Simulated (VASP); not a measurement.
NaSe, 2 atoms in the cell. It takes space group Fm-3m (No. 225, cubic). Conventional cell: a = 5.824 Å, b = 5.824 Å, c = 5.824 Å, α = 90.00°, β = 90.00°, γ = 90.00°. Within 3.8 Å of Na (site symmetry m-3m) lie 6 Se at 2.91 Å. Within 3.8 Å of Se (site symmetry m-3m) lie 6 Na at 2.91 Å. 

- Program: VASP 6.6.1
- Task: single point
- Functional: PBEsol
- Potentials or basis: VASP PAW PBE potentials, release 64 (Na_pv, Se)
- Cutoff: 520 eV
- k mesh: 10 × 10 × 10
- Occupations: fermi-dirac, width 0.05 eV
- Spin: no spin polarisation
- Dipole correction: no
- Further INCAR settings: ALGO = Normal; EDIFF = 1e-07; NBANDS = 14

Potentials or basis: VASP PAW PBE potentials, release 64 (Na_pv, Se).

Run with:

```console
$ cat potpaw_PBE.64/Na_pv/POTCAR potpaw_PBE.64/Se/POTCAR > POTCAR
$ mpirun -np 1 vasp_std > vasp.out
```

Hardware: 1 thread of Intel(R) Xeon(R) Platinum 8375C CPU @ 2.90GHz (Ice Lake), on a shared host.

Problem. Estimate the wall time of this run.

Solution. It took 14 s on 1 thread of Intel(R) Xeon(R) Platinum 8375C CPU @ 2.90GHz (Ice Lake) (shared host), peak memory 0.18 GiB. Counts: scf iterations 12, k points 47.
